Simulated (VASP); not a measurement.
Set up this calculation in VASP 6.6.1, as the native input.

```yaml
Task: electric field gradients
Functional: LDA
Potentials_or_basis: VASP PAW LDA potentials, release 64 (Sb, Au)
Cutoff: 520 eV
k_mesh: 10 × 10 × 10
Occupations: fermi-dirac, width 0.05 eV
Spin: no spin polarisation
Dipole_correction: no
Further_INCAR_settings: ALGO = Normal; EDIFF = 1e-08; NBANDS = 21
```

The structure of Sb3Au lies in POSCAR:

```
Sb3Au
1.0
   -3.0400000000      3.0400000000      3.0400000000
    3.0400000000     -3.0400000000      3.0400000000
    3.0400000000      3.0400000000     -3.0400000000
Sb Au
3 1
Direct
    0.0000000000      0.5000000000      0.5000000000
    0.5000000000      0.0000000000      0.5000000000
    0.5000000000      0.5000000000      0.0000000000
    0.0000000000      0.0000000000      0.0000000000
```

The input as run:

INCAR

```
ALGO = Normal
EDIFF = 1E-8
ENCUT = 520
GGA = CA
ISIF = 2
ISMEAR = -1
LASPH = True
LCHARG = False
LEFG = True
LREAL = False
LWAVE = False
NBANDS = 21
NELM = 80
PREC = Accurate
SIGMA = 0.05
```

KPOINTS

```
k-points
0
Gamma
  10 10 10
```

Potentials or basis: VASP PAW LDA potentials, release 64 (Sb, Au).

Run with:

```console
$ cat potpaw_LDA.64/Sb/POTCAR potpaw_LDA.64/Au/POTCAR > POTCAR
$ mpirun -np 1 vasp_std > vasp.out
```

Results of the run:

```
Pressure                                : -7.7 GPa
Band gap on the k mesh                  : zero (bands 13 and 14 overlap by 2.71 eV)
Largest electric field gradient by atom : Sb -3.9; Au +0.0 V/Å²
```

Caveat: the cell stands under tension; without QUAD_EFG the Cq values of the log hold for a quadrupole moment of 1 mb, not for the nuclei; spin-orbit coupling is left out, which moves the levels of the heavy elements.

Run time: 56 s on 1 thread of Intel(R) Xeon(R) 6975P-C (Granite Rapids) (shared host), peak memory 0.26 GiB.
